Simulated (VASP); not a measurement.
# MgS (Fm-3m) in VASP: a series of runs, part 2 of 2

VASP 6.6.1.

## Step 5: Single point, LDA

This run uses another cell than the first one, of 17.22 Å³/atom, 0.992 times its volume.

INCAR reads:

```
ALGO = Normal ; EDIFF = 1E-6
ENCUT = 600 ; GGA_COMPAT = False
ISIF = 2 ; ISMEAR = 0
LASPH = True ; LCHARG = False
LREAL = False ; LWAVE = False
NBANDS = 11 ; NELM = 120
PREC = Accurate ; SIGMA = 0.05
```

KPOINTS reads:

```
k-points
0
Gamma
  8 8 8
```

POSCAR reads:

```
MgS
1.0
    0.0000000000      2.5825563458      2.5825563458
    2.5825563458      0.0000000000      2.5825563458
    2.5825563458      2.5825563458      0.0000000000
Mg S
1 1
Direct
    0.0000000000      0.0000000000      0.0000000000
    0.5000000000      0.5000000000      0.5000000000
```

Potentials or basis: VASP PAW LDA potentials, release 64 (Mg, S).

On the command line:

```
> cat potpaw_LDA.64/Mg/POTCAR potpaw_LDA.64/S/POTCAR > POTCAR
> mpirun -np 1 vasp_std > vasp.out
```

Run time: 23 s. Hardware: 1 thread of Intel Xeon 8259CL, shared host; peak memory 0.15 GiB.

Results (log left out):

| Quantity | Value |
| --- | --- |
| Free energy | -9.5862 eV |
| Pressure | -2.2 GPa |
| Band gap on the k mesh | 2.60 eV, indirect (least direct gap 3.67 eV) |

Levels at points of the mesh, in eV from the valence-band top:
| k point | band 2 | band 3 | band 4 | band 5 | band 6 | band 7 |
| --- | --- | --- | --- | --- | --- | --- |
| (0.00, 0.00, 0.00) | 0.00 | 0.00 | 0.00 | 3.67 | 7.82 | 7.82 |
| (0.50, 0.00, 0.00) | -5.03 | -0.62 | -0.62 | 4.41 | 6.77 | 6.77 |
| (0.50, 0.50, 0.00) | -4.37 | -1.76 | -1.76 | 2.60 | 4.18 | 12.01 |

A k mesh can miss the band edges. Expect the measured gap to be larger: semilocal functionals such as LDA lack the derivative discontinuity.

## Step 6: Single point, LDA

This run uses another cell than the first one, of 16.87 Å³/atom, 0.972 times its volume.

INCAR reads:

```
SYSTEM = MgS
ALGO     = Normal         ! electronic algorithm
EDIFF    = 1E-6           ! SCF threshold, eV
ENCUT    = 600            ! plane-wave cutoff, eV
GGA      = CA             ! functional
GGA_COMPAT= .False.      
ISIF     = 2              ! what is computed and relaxed
ISMEAR   = 0              ! smearing method
LASPH    = .True.         ! aspherical terms in the spheres
LCHARG   = .True.         ! write CHGCAR
LELF     = .True.         ! ELF
LREAL    = .False.        ! projectors in reciprocal space
LVHAR    = .True.       
LWAVE    = .False.        ! write WAVECAR
NBANDS   = 11             ! bands
NELM     = 120            ! most SCF steps
PREC     = Accurate       ! precision mode
SIGMA    = 0.05           ! smearing width, eV
```

KPOINTS reads:

```
k-points
0
Gamma
  8 8 8
  0 0 0
```

POSCAR reads:

```
MgS
1.0
    0.0000000000      2.5647221030      2.5647221030
    2.5647221030      0.0000000000      2.5647221030
    2.5647221030      2.5647221030      0.0000000000
Mg S
1 1
Direct
    0.0000000000      0.0000000000      0.0000000000
    0.5000000000      0.5000000000      0.5000000000
```

Potentials or basis: VASP PAW LDA potentials, release 64 (Mg, S).

On the command line:

```
> cat potpaw_LDA.64/Mg/POTCAR potpaw_LDA.64/S/POTCAR > POTCAR
> mpirun -np 1 vasp_std > vasp.out
```

OUTCAR:

```text
SYSTEM = MgS
   EDIFF = 1E-6
   ENCUT = 600
   GGA = CA
   ISIF = 2
   ISMEAR = 0
   LASPH = .True.
   LREAL = .False.
   NELM = 120
   PREC = Accurate

 ion  position               nearest neighbor table
   1  0.000  0.000  0.000-   2 2.56   2 2.56   2 2.56   2 2.56   2 2.56   2 2.56
   2  0.500  0.500  0.500-   1 2.56   1 2.56   1 2.56   1 2.56   1 2.56   1 2.56

  LATTYP: Found a face centered cubic cell.
 ALAT       =     5.1294442060

  Lattice vectors:

 A1 = (   0.0000000000,   2.5647221030,   2.5647221030)
 A2 = (   2.5647221030,   0.0000000000,   2.5647221030)
 A3 = (   2.5647221030,   2.5647221030,   0.0000000000)

Analysis of symmetry for initial positions (statically):
=====================================================================
 Subroutine PRICEL returns:
 Original cell was already a primitive cell.

 Routine SETGRP: Setting up the symmetry group for a
 face centered cubic supercell.

 Subroutine GETGRP returns: Found 48 space group operations
 (whereof 48 operations were pure point group operations)
 out of a pool of 48 trial point group operations.

The static configuration has the point symmetry O_h .

Analysis of symmetry for dynamics (positions and initial velocities):
=====================================================================
 Subroutine PRICEL returns:
 Original cell was already a primitive cell.

 Routine SETGRP: Setting up the symmetry group for a
 face centered cubic supercell.

 Subroutine GETGRP returns: Found 48 space group operations
 (whereof 48 operations were pure point group operations)
 out of a pool of 48 trial point group operations.

The dynamic configuration has the point symmetry O_h .

 Subroutine INISYM returns: Found 48 space group operations
 (whereof 48 operations are pure point group operations),
 and found     1 'primitive' translations

----------------------------------------------------------------------------------------

                                     Primitive cell

  volume of cell :      33.7405

  direct lattice vectors                    reciprocal lattice vectors
     0.000000000  2.564722103  2.564722103    -0.194952895  0.194952895  0.194952895
     2.564722103  0.000000000  2.564722103     0.194952895 -0.194952895  0.194952895
     2.564722103  2.564722103  0.000000000     0.194952895  0.194952895 -0.194952895

  length of vectors
     3.627064782  3.627064782  3.627064782     0.337668320  0.337668320  0.337668320

  position of ions in fractional coordinates (direct lattice)
     0.000000000  0.000000000  0.000000000
     0.500000000  0.500000000  0.500000000

  ion indices of the primitive-cell ions
   primitive index   ion index
                 1           1
                 2           2

----------------------------------------------------------------------------------------

 KPOINTS: k-points

Automatic generation of k-mesh.
 Grid dimensions read from file:
 generate k-points for:    8    8    8

 Generating k-lattice:

  Cartesian coordinates                     Fractional coordinates (reciprocal lattice)
    -0.024369112  0.024369112  0.024369112     0.125000000  0.000000000  0.000000000
     0.024369112 -0.024369112  0.024369112     0.000000000  0.125000000  0.000000000
     0.024369112  0.024369112 -0.024369112     0.000000000  0.000000000  0.125000000

  Length of vectors
     0.042208540  0.042208540  0.042208540

  Shift w.r.t. Gamma in fractional coordinates (k-lattice)
     0.000000000  0.000000000  0.000000000

 Subroutine IBZKPT returns following result:
 ===========================================

 Found     29 irreducible k-points:

 Following reciprocal coordinates:
            Coordinates               Weight
  0.000000  0.000000  0.000000      1.000000
  0.125000  0.000000  0.000000      8.000000
  0.250000  0.000000  0.000000      8.000000
  0.375000  0.000000  0.000000      8.000000
  0.500000  0.000000  0.000000      4.000000
  0.125000  0.125000  0.000000      6.000000
[... 16 lines left out ...]
  0.500000  0.250000  0.125000     48.000000
 -0.375000  0.250000  0.125000     24.000000
 [... further k-points ...]
   k-points           NKPTS =     29   k-points in BZ     NKDIM =     29   number of bands    NBANDS=     11
   number of dos      NEDOS =    301   number of ions     NIONS =      2
   total plane-waves  NPLWV =  27000
   dimension x,y,z NGX =    30 NGY =   30 NGZ =   30
   dimension x,y,z NGXF=    60 NGYF=   60 NGZF=   60
   ions per type =               1   1
   NGX,Y,Z   is equivalent  to a cutoff of  13.75, 13.75, 13.75 a.u.
   NGXF,Y,Z  is equivalent  to a cutoff of  27.50, 27.50, 27.50 a.u.
 SYSTEM =  MgS
   PREC   = accura    normal or accurate (medium, high low for compatibility)
   ISTART =      0    job   : 0-new  1-cont  2-samecut
   ICHARG =      2    charge: 1-file 2-atom 10-const
   ISPIN  =      1    spin polarized calculation?
   LNONCOLLINEAR =      F non collinear calculations
   LSORBIT =      F    spin-orbit coupling
   LASPH  =      T    aspherical Exc in radial PAW
   ENCUT  =  600.0 eV  44.10 Ry    6.64 a.u.   7.24  7.24  7.24*2*pi/ulx,y,z
   NELM   =    120;   NELMIN=  2; NELMDL= -5     # of ELM steps
   EDIFF  = 0.1E-05   stopping-criterion for ELM
   LREAL  =      F    real-space projection
   EDIFFG = 0.1E-04   stopping-criterion for IOM
   NSW    =      0    number of steps for IOM
   IBRION =     -1    ionic relax: 0-MD 1-quasi-New 2-CG
   NFREE  =      0    steps in history (QN), initial steepest desc. (CG)
   ISIF   =      2    stress and relaxation
   ISYM   =      2    0-nonsym 1-usesym 2-fastsym
   POTIM  = 0.5000    time-step for ionic-motion
   TEBEG  =    0.0;   TEEND  =   0.0 temperature during run
   PSTRESS=    0.0 pullay stress
   NELECT =       8.0000    total number of electrons
   NUPDOWN=      -1.0000    fix difference up-down
   EMIN   =  10.00;   EMAX   =-10.00  energy-range for DOS
   EFERMI =   0.00;   METHOD = LEGACY
   ISMEAR =     0;   SIGMA  =   0.05  broadening in eV -4-tet -1-fermi 0-gaus
   EFERMI_NEDOS =   21; number of points for ismear=-14 and -15
   IALGO  =     38    algorithm
   IMIX   =      4    mixing-type and parameters
     AMIX     =   0.40;   BMIX     =  1.00
     AMIX_MAG =   1.60;   BMIX_MAG =  1.00
  volume/ion in A,a.u.               =      16.87       113.85
  Fermi-wavevector in a.u.,A,eV,Ry     =   1.013261  1.914785 13.969063  1.026697
  Thomas-Fermi vector in A             =   2.146419
   LORBIT       =      0    0 simple, 1 ext, 2 COOP (PROOUT), +10 PAW based schemes
   GGA     = CA    functional components
   LHFCALC =     F    Hartree Fock is set to
   AEXX    =    0.0000 exact exchange contribution
   IVDW    =     0    specifies the selected vdW correction
   LEPSILON=     F    determine dielectric tensor
   LRPA    =     F    only Hartree local field effects (RPA)
 non-spin polarized calculation
 Gauss-broadening in eV      SIGMA  =   0.05
  energy-cutoff  :      600.00
  volume of cell :       33.74
 maximum number of plane-waves:      1158
 NGX is ok and might be reduce to    30
   NGX = 15   NGY = 15   NGZ = 15

 number of electron       8.0000001 magnetization

 Free energy of the ion-electron system (eV)
  ---------------------------------------------------
  ext. energy  EPLUGINS =         0.00000000
  ---------------------------------------------------
  free energy    TOTEN  =        -9.59242231 eV

  energy without entropy =       -9.59242231  energy(sigma->0) =       -9.59242231

 E-fermi :   4.2352     XC(G=0): -10.1654

 val. band max:        3.9756315911   @ k =   0.0000   0.0000   0.0000
 cond. band min:       6.6243531011   @ k =   0.5000   0.5000   0.0000
 fundamental gap:      2.6487215101
 Fermi energy:         4.2351635476

 k-point     1 :       0.0000    0.0000    0.0000
  band No.  band energies     occupation
      1      -8.9174      2.00000
      2       3.9756      2.00000
      3       3.9756      2.00000
      4       3.9756      2.00000
      5       7.8134      0.00000
      6      11.7820      0.00000
      7      11.7820      0.00000
      8      11.7820      0.00000
      9      14.2849      0.00000
     10      14.2849      0.00000
     11      16.4291      0.00000
[... 309 lines left out ...]
 k-point    24 :      -0.3750    0.2500    0.1250
  band No.  band energies     occupation
      1      -7.2514      2.00000
      2      -0.6159      2.00000
      3       1.6712      2.00000
      4       2.7256      2.00000
      5       9.4674      0.00000
      6      10.0178      0.00000
      7      12.3737      0.00000
      8      13.4700      0.00000
      9      16.2674      0.00000
     10      17.3847      0.00000
     11      19.5951      0.00000

 [... further k-points ...]
[... 5 lines left out ...]
  --------------------------------------------------------------------------------------
  -------------------------------------------------------------------------------------
  Total       -0.1225193     -0.1225193     -0.1225193     -0.0000000      0.0000000      0.0000000
  in kB       -5.8178712     -5.8178712     -5.8178712     -0.0000000      0.0000000      0.0000000
  external PRESSURE =      -5.8178712 kB  Pullay stress =       0.0000000 kB

 VOLUME and BASIS-vectors are now :
 -----------------------------------------------------------------------------
  energy-cutoff  :      600.00
  volume of cell :       33.74
      direct lattice vectors                 reciprocal lattice vectors
     0.000000000  2.564722103  2.564722103    -0.194952895  0.194952895  0.194952895
     2.564722103  0.000000000  2.564722103     0.194952895 -0.194952895  0.194952895
     2.564722103  2.564722103  0.000000000     0.194952895  0.194952895 -0.194952895

 POSITION                                       TOTAL-FORCE (eV/Angst)
 -----------------------------------------------------------------------------------
      0.00000      0.00000      0.00000        -0.000000     -0.000000      0.000000
      2.56472      2.56472      2.56472         0.000000      0.000000     -0.000000
 -----------------------------------------------------------------------------------
    total drift:                               -0.000000     -0.000000      0.000000

  FREE ENERGIE OF THE ION-ELECTRON SYSTEM (eV)
  ---------------------------------------------------
  free  energy   TOTEN  =        -9.5924223094 eV

  energy  without entropy=       -9.5924223094  energy(sigma->0) =       -9.59242231
```

Run time: 26 s. Hardware: 1 thread of Intel Xeon 8259CL, shared host; peak memory 0.15 GiB.

What came out:

```
Free energy            : -9.5924 eV
Pressure               : -0.6 GPa
Band gap on the k mesh : 2.65 eV, indirect (least direct gap 3.84 eV)
```

Levels at points of the mesh, in eV from the valence-band top:
| k point | band 1 | band 2 | band 3 | band 4 | band 5 | band 6 | band 7 | band 8 | band 9 |
| --- | --- | --- | --- | --- | --- | --- | --- | --- | --- |
| (0.00, 0.00, 0.00) | -12.89 | 0.00 | 0.00 | 0.00 | 3.84 | 7.81 | 7.81 | 7.81 | 10.31 |
| (0.50, 0.00, 0.00) | -11.45 | -5.14 | -0.65 | -0.65 | 4.44 | 6.79 | 6.79 | 10.30 | 12.19 |
| (0.50, 0.50, 0.00) | -11.03 | -4.48 | -1.81 | -1.81 | 2.65 | 4.12 | 12.22 | 12.88 | 13.53 |

A k mesh can miss the band edges. As with any semilocal functional, this LDA gap is likely too small.

## Step 7: Overview

| level | potentials or basis | cell | gap on the mesh (eV) | pressure (GPa) |
| --- | --- | --- | --- | --- |
| PBE+D3(BJ) | VASP PAW PBE potentials, release 64 (Mg, S) | a = 3.662 Å, angles 60.0°, 2 atoms | 2.81 | -1.3 |
| PBE+D4 | VASP PAW PBE potentials, release 64 (Mg, S) | a = 3.632 Å, angles 60.0°, 2 atoms | 2.86 | 1.4 |
| PBE+D4 | VASP PAW PBE potentials, release 64 (Mg, S) | a = 3.607 Å, angles 60.0°, 2 atoms | 2.90 | 3.2 |
| LDA | VASP PAW LDA potentials, release 64 (Mg, S) | a = 3.652 Å, angles 60.0°, 2 atoms | 2.60 | -2.2 |
| LDA | VASP PAW LDA potentials, release 64 (Mg, S) | a = 3.627 Å, angles 60.0°, 2 atoms | 2.65 | -0.6 |

Alike in all rows: task single point; no spin polarisation; k mesh 8 × 8 × 8; cutoff (eV) 600; smearing gaussian 0.05 eV.

Absolute energies hang on the potentials; compare differences alone.
